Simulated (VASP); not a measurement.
# Rh (P6_3/mmc) in VASP: single point with LDA

Aim: the single point of Rh with LDA.

Program: VASP 6.6.1. These are calculated values, not measurements. Logs are shortened: lines on timing, memory, paths and dates and some standing lists are left out, and cuts for length are marked.

**1. The cell of the first run**

The structure is hexagonal, space group P6_3/mmc (No. 194). Conventional cell: a = 2.731 Å, b = 2.731 Å, c = 4.428 Å, α = 90.00°, β = 90.00°, γ = 120.00°. Within 3.6 Å of Rh (site symmetry -6m2) lie 12 Rh at 2.72 to 2.73 Å.

**2. Single point, LDA**

INCAR

```
SYSTEM = Rh
ALGO = Normal
EDIFF = 1E-7
ENCUT = 520
ISIF = 2
ISMEAR = 0
LASPH = .True.
LCHARG = .True.
LELF = .True.
LREAL = .False.
LVHAR = .True.
LWAVE = .False.
NBANDS = 22
NELM = 100
PREC = Accurate
SIGMA = 0.05
```

KPOINTS

```
k-points
0
Gamma
  18 18 10
  0 0 0
```

POSCAR

```
Rh
1.0
    2.7309790400      0.0000000000      0.0000000000
   -1.3654895200      2.3650972300      0.0000000000
    0.0000000000      0.0000000000      4.4284890000
Rh
2
Direct
    0.6666666700      0.3333333300      0.7500000000
    0.3333333300      0.6666666700      0.2500000000
```

Potentials or basis: VASP PAW LDA potentials, release 64 (Rh_pv).

Launch:

```sh
$ cat potpaw_LDA.64/Rh_pv/POTCAR > POTCAR
$ mpirun -np 1 vasp_std > vasp.out
```

OUTCAR:

```text
SYSTEM = Rh
   EDIFF = 1E-7
   ENCUT = 520
   ISIF = 2
   ISMEAR = 0
   LASPH = .True.
   LREAL = .False.
   NELM = 100
   PREC = Accurate

 ion  position               nearest neighbor table
   1  0.667  0.333  0.750-   2 2.72   2 2.72   2 2.72   2 2.72   2 2.72   2 2.72
   2  0.333  0.667  0.250-   1 2.72   1 2.72   1 2.72   1 2.72   1 2.72   1 2.72

  LATTYP: Found a hexagonal cell.
 ALAT       =     2.7309790400
 C/A-ratio  =     1.6215756090

  Lattice vectors:

 A1 = (   2.7309790400,   0.0000000000,   0.0000000000)
 A2 = (  -1.3654895200,   2.3650972300,   0.0000000000)
 A3 = (   0.0000000000,   0.0000000000,   4.4284890000)

Analysis of symmetry for initial positions (statically):
=====================================================================
 Subroutine PRICEL returns:
 Original cell was already a primitive cell.

 Routine SETGRP: Setting up the symmetry group for a
 hexagonal supercell.

 Subroutine GETGRP returns: Found 24 space group operations
 (whereof 12 operations were pure point group operations)
 out of a pool of 24 trial point group operations.

The static configuration has the point symmetry D_3d.
 The point group associated with its full space group is D_6h.

Analysis of symmetry for dynamics (positions and initial velocities):
=====================================================================
 Subroutine PRICEL returns:
 Original cell was already a primitive cell.

 Routine SETGRP: Setting up the symmetry group for a
 hexagonal supercell.

 Subroutine GETGRP returns: Found 24 space group operations
 (whereof 12 operations were pure point group operations)
 out of a pool of 24 trial point group operations.

The dynamic configuration has the point symmetry D_3d.
 The point group associated with its full space group is D_6h.

 Subroutine INISYM returns: Found 24 space group operations
 (whereof 12 operations are pure point group operations),
 and found     1 'primitive' translations

----------------------------------------------------------------------------------------

                                     Primitive cell

  volume of cell :      28.6037

  direct lattice vectors                    reciprocal lattice vectors
     2.730979040  0.000000000  0.000000000     0.366169050  0.211407799  0.000000000
    -1.365489520  2.365097230  0.000000000     0.000000000  0.422815598  0.000000000
     0.000000000  0.000000000  4.428489000     0.000000000  0.000000000  0.225810655

  length of vectors
     2.730979040  2.730979044  4.428489000     0.422815599  0.422815598  0.225810655

  position of ions in fractional coordinates (direct lattice)
     0.666666670  0.333333330  0.750000000
     0.333333330  0.666666670  0.250000000

  ion indices of the primitive-cell ions
   primitive index   ion index
                 1           1
                 2           2

----------------------------------------------------------------------------------------

 KPOINTS: k-points

Automatic generation of k-mesh.
 Grid dimensions read from file:
 generate k-points for:   18   18   10

 Generating k-lattice:

  Cartesian coordinates                     Fractional coordinates (reciprocal lattice)
     0.020342725  0.011744878  0.000000000     0.055555556  0.000000000  0.000000000
     0.000000000  0.023489755  0.000000000     0.000000000  0.055555556  0.000000000
     0.000000000  0.000000000  0.022581065     0.000000000  0.000000000  0.100000000

  Length of vectors
     0.023489755  0.023489755  0.022581065

  Shift w.r.t. Gamma in fractional coordinates (k-lattice)
     0.000000000  0.000000000  0.000000000

 Subroutine IBZKPT returns following result:
 ===========================================

 Found    222 irreducible k-points:

 Following reciprocal coordinates:
            Coordinates               Weight
  0.000000  0.000000  0.000000      1.000000
  0.055556  0.000000  0.000000      6.000000
  0.111111  0.000000  0.000000      6.000000
  0.166667  0.000000  0.000000      6.000000
  0.222222  0.000000  0.000000      6.000000
  0.277778  0.000000  0.000000      6.000000
[... 16 lines left out ...]
  0.333333  0.111111  0.000000     12.000000
  0.388889  0.111111  0.000000     12.000000
 [... further k-points ...]
   k-points           NKPTS =    222   k-points in BZ     NKDIM =    222   number of bands    NBANDS=     22
   number of dos      NEDOS =    301   number of ions     NIONS =      2
   total plane-waves  NPLWV =  14400
   dimension x,y,z NGX =    20 NGY =   20 NGZ =   36
   dimension x,y,z NGXF=    40 NGYF=   40 NGZF=   72
   ions per type =               2
   NGX,Y,Z   is equivalent  to a cutoff of  12.17, 12.17, 13.51 a.u.
   NGXF,Y,Z  is equivalent  to a cutoff of  24.35, 24.35, 27.03 a.u.
 SYSTEM =  Rh
   PREC   = accura    normal or accurate (medium, high low for compatibility)
   ISTART =      0    job   : 0-new  1-cont  2-samecut
   ICHARG =      2    charge: 1-file 2-atom 10-const
   ISPIN  =      1    spin polarized calculation?
   LNONCOLLINEAR =      F non collinear calculations
   LSORBIT =      F    spin-orbit coupling
   LASPH  =      T    aspherical Exc in radial PAW
   ENCUT  =  520.0 eV  38.22 Ry    6.18 a.u.   5.08  5.08  8.23*2*pi/ulx,y,z
   NELM   =    100;   NELMIN=  2; NELMDL= -5     # of ELM steps
   EDIFF  = 0.1E-06   stopping-criterion for ELM
   LREAL  =      F    real-space projection
   EDIFFG = 0.1E-05   stopping-criterion for IOM
   NSW    =      0    number of steps for IOM
   IBRION =     -1    ionic relax: 0-MD 1-quasi-New 2-CG
   NFREE  =      0    steps in history (QN), initial steepest desc. (CG)
   ISIF   =      2    stress and relaxation
   ISYM   =      2    0-nonsym 1-usesym 2-fastsym
   POTIM  = 0.5000    time-step for ionic-motion
   TEBEG  =    0.0;   TEEND  =   0.0 temperature during run
   PSTRESS=    0.0 pullay stress
   NELECT =      30.0000    total number of electrons
   NUPDOWN=      -1.0000    fix difference up-down
   EMIN   =  10.00;   EMAX   =-10.00  energy-range for DOS
   EFERMI =   0.00;   METHOD = LEGACY
   ISMEAR =     0;   SIGMA  =   0.05  broadening in eV -4-tet -1-fermi 0-gaus
   EFERMI_NEDOS =   21; number of points for ismear=-14 and -15
   IALGO  =     38    algorithm
   IMIX   =      4    mixing-type and parameters
     AMIX     =   0.40;   BMIX     =  1.00
     AMIX_MAG =   1.60;   BMIX_MAG =  1.00
  volume/ion in A,a.u.               =      14.30        96.51
  Fermi-wavevector in a.u.,A,eV,Ry     =   1.663314  3.143208 37.642066  2.766614
  Thomas-Fermi vector in A             =   2.750053
   LORBIT       =      0    0 simple, 1 ext, 2 COOP (PROOUT), +10 PAW based schemes
   GGA     = CA    functional components
   LHFCALC =     F    Hartree Fock is set to
   AEXX    =    0.0000 exact exchange contribution
   IVDW    =     0    specifies the selected vdW correction
   LEPSILON=     F    determine dielectric tensor
   LRPA    =     F    only Hartree local field effects (RPA)
 non-spin polarized calculation
 Gauss-broadening in eV      SIGMA  =   0.05
  energy-cutoff  :      520.00
  volume of cell :       28.60
 maximum number of plane-waves:       785
   NGX = 11   NGY = 11   NGZ = 17

 number of electron      30.0000009 magnetization

 Free energy of the ion-electron system (eV)
  ---------------------------------------------------
  ext. energy  EPLUGINS =         0.00000000
  ---------------------------------------------------
  free energy    TOTEN  =       -17.16226379 eV

  energy without entropy =      -17.15725891  energy(sigma->0) =      -17.15976135

 E-fermi :  11.0900     XC(G=0): -14.1009

 val. band max:       11.0858486471   @ k =   0.0000   0.0000   0.3000
 cond. band min:      11.0901434530   @ k =   0.3889   0.0000   0.2000
 fundamental gap:      0.0042948059
 Fermi energy:        11.0899658254

 k-point     1 :       0.0000    0.0000    0.0000
  band No.  band energies     occupation
      1     -35.7682      2.00000
      2     -35.1778      2.00000
      3     -35.1778      2.00000
      4     -35.1065      2.00000
      5     -35.0833      2.00000
      6     -35.0833      2.00000
[... 14 lines left out ...]
     21      29.0690      0.00000
     22      29.6864      0.00000

 k-point     2 :       0.0556    0.0000    0.0000
  band No.  band energies     occupation
      1     -35.7618      2.00000
      2     -35.1924      2.00000
      3     -35.1825      2.00000
      4     -35.1091      2.00000
      5     -35.0985      2.00000
      6     -35.0857      2.00000
[... 14 lines left out ...]
     21      29.1917      0.00000
     22      29.7640      0.00000

 k-point     3 :       0.1111    0.0000    0.0000
  band No.  band energies     occupation
      1     -35.7431      2.00000
      2     -35.2346      2.00000
      3     -35.1961      2.00000
      4     -35.1421      2.00000
      5     -35.1169      2.00000
      6     -35.0926      2.00000
[... 14 lines left out ...]
     21      29.5162      0.00000
     22      29.6770      0.00000

 k-point     4 :       0.1667    0.0000    0.0000
  band No.  band energies     occupation
      1     -35.7132      2.00000
      2     -35.2993      2.00000
      3     -35.2164      2.00000
      4     -35.2080      2.00000
      5     -35.1302      2.00000
      6     -35.1036      2.00000
[... 14 lines left out ...]
     21      29.4776      0.00000
     22      29.7372      0.00000

 k-point     5 :       0.2222    0.0000    0.0000
  band No.  band energies     occupation
      1     -35.6741      2.00000
      2     -35.3788      2.00000
      3     -35.2875      2.00000
      4     -35.2408      2.00000
      5     -35.1488      2.00000
      6     -35.1176      2.00000
[... 14 lines left out ...]
     21      28.3101      0.00000
     22      28.8454      0.00000

 k-point     6 :       0.2778    0.0000    0.0000
  band No.  band energies     occupation
      1     -35.6286      2.00000
      2     -35.4635      2.00000
      3     -35.3706      2.00000
      4     -35.2662      2.00000
      5     -35.1725      2.00000
      6     -35.1328      2.00000
[... 14 lines left out ...]
     21      26.9645      0.00000
     22      27.7789      0.00000

 k-point     7 :       0.3333    0.0000    0.0000
  band No.  band energies     occupation
      1     -35.5801      2.00000
      2     -35.5432      2.00000
      3     -35.4472      2.00000
      4     -35.2896      2.00000
      5     -35.2005      2.00000
      6     -35.1475      2.00000
[... 324 lines left out ...]
      6     -35.1412      2.00000
[... 14 lines left out ...]
     21      26.1929      0.00000
     22      28.7241      0.00000

 k-point    21 :       0.2222    0.1111    0.0000
  band No.  band energies     occupation
      1     -35.6136      2.00000
      2     -35.4617      2.00000
      3     -35.4053      2.00000
      4     -35.2689      2.00000
      5     -35.1808      2.00000
      6     -35.1617      2.00000
[... 14 lines left out ...]
     21      25.1791      0.00000
     22      27.7985      0.00000

 k-point    22 :       0.2778    0.1111    0.0000
  band No.  band energies     occupation
      1     -35.5661      2.00000
      2     -35.5350      2.00000
      3     -35.4613      2.00000
      4     -35.3038      2.00000
      5     -35.2090      2.00000
      6     -35.1803      2.00000
[... 14 lines left out ...]
     21      24.1730      0.00000
     22      26.9865      0.00000

 k-point    23 :       0.3333    0.1111    0.0000
  band No.  band energies     occupation
      1     -35.5952      2.00000
      2     -35.5199      2.00000
      3     -35.5062      2.00000
      4     -35.3320      2.00000
      5     -35.2394      2.00000
      6     -35.1953      2.00000
[... 14 lines left out ...]
     21      23.2973      0.00000
     22      26.2699      0.00000

 k-point    24 :       0.3889    0.1111    0.0000
  band No.  band energies     occupation
      1     -35.6344      2.00000
      2     -35.5355      2.00000
      3     -35.4828      2.00000
      4     -35.3502      2.00000
      5     -35.2662      2.00000
      6     -35.2050      2.00000
[... 14 lines left out ...]
     21      22.6822      0.00000
     22      25.6599      0.00000

 [... further k-points ...]
[... 5 lines left out ...]
  --------------------------------------------------------------------------------------
  -------------------------------------------------------------------------------------
  Total       -3.2277187     -3.2277187     -3.6379851      0.0000000      0.0000000      0.0000000
  in kB     -180.7937125   -180.7937131   -203.7739004      0.0000000      0.0000000      0.0000000
  external PRESSURE =    -188.4537753 kB  Pullay stress =       0.0000000 kB

 VOLUME and BASIS-vectors are now :
 -----------------------------------------------------------------------------
  energy-cutoff  :      520.00
  volume of cell :       28.60
      direct lattice vectors                 reciprocal lattice vectors
     2.730979040  0.000000000  0.000000000     0.366169050  0.211407799  0.000000000
    -1.365489520  2.365097230  0.000000000     0.000000000  0.422815598  0.000000000
     0.000000000  0.000000000  4.428489000     0.000000000  0.000000000  0.225810655

 POSITION                                       TOTAL-FORCE (eV/Angst)
 -----------------------------------------------------------------------------------
      1.36549      0.78837      3.32137        -0.000000      0.000000      0.000000
     -0.00000      1.57673      1.10712         0.000000     -0.000000      0.000000
 -----------------------------------------------------------------------------------
    total drift:                               -0.000005      0.000003     -0.000000

  FREE ENERGIE OF THE ION-ELECTRON SYSTEM (eV)
  ---------------------------------------------------
  free  energy   TOTEN  =       -17.1622637864 eV

  energy  without entropy=      -17.1572589083  energy(sigma->0) =      -17.15976135
```

It took 2 min on 1 thread of Intel Xeon Platinum 8259CL at 2.50GHz (Skylake/Cascade Lake), shared host; peak memory 0.21 GiB.

Results:

| Quantity | Value |
| --- | --- |
| Free energy | -17.1623 eV |
| Pressure | -18.8 GPa |
| Band gap on the k mesh | zero (band 15 reaches 11.67 eV, above the bottom of band 16 at 9.39 eV) |

Stress tensor (GPa, compression positive):
```
-18.08   0.00   0.00
  0.00 -18.08   0.00
  0.00   0.00 -20.38
```
